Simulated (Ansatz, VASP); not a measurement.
**Two plane-wave programs on Sn**

```
Sn
1.0
     0.00000    3.28310    3.28310
     3.08611    0.00000    3.28310
     3.08611    3.28310    0.00000
Sn
2
Direct
  0.50000 0.50000 0.50000
  0.75000 0.75000 0.75000
```

Change from the starting cell: strain -0.0600 x Voigt [1, 0, 0, 0, 0, 0], atoms carried along.

Alike in both runs: task single point; functional r2SCAN; k mesh 16 × 16 × 16; occupations gaussian, width 0.15 eV; no spin polarisation.

```csv
,VASP,Ansatz
version,VASP 6.6.1,Ansatz 0.2.0
potentials or method,"VASP PAW PBE potentials, release 64 (Sn_d), cutoff 520 eV","scalar-relativistic, plane waves, PAW"
valence electrons in the cell,28,28
```

|  | VASP | Ansatz | Ansatz less VASP |
| --- | --- | --- | --- |
| gap on the k mesh at the Fermi level (eV) | 0.10 | 0.10 | 0.000 |
| least direct gap on the mesh (eV) | 0.42 | 0.42 | +0.001 |
| pressure (GPa) | 3.0 | 3.0 | +0.04 |
| traceless stress, the component that is largest in VASP (GPa) | 1.31 | 1.31 | +0.003 |

VASP's potentials were made for PBE, not for r2SCAN.
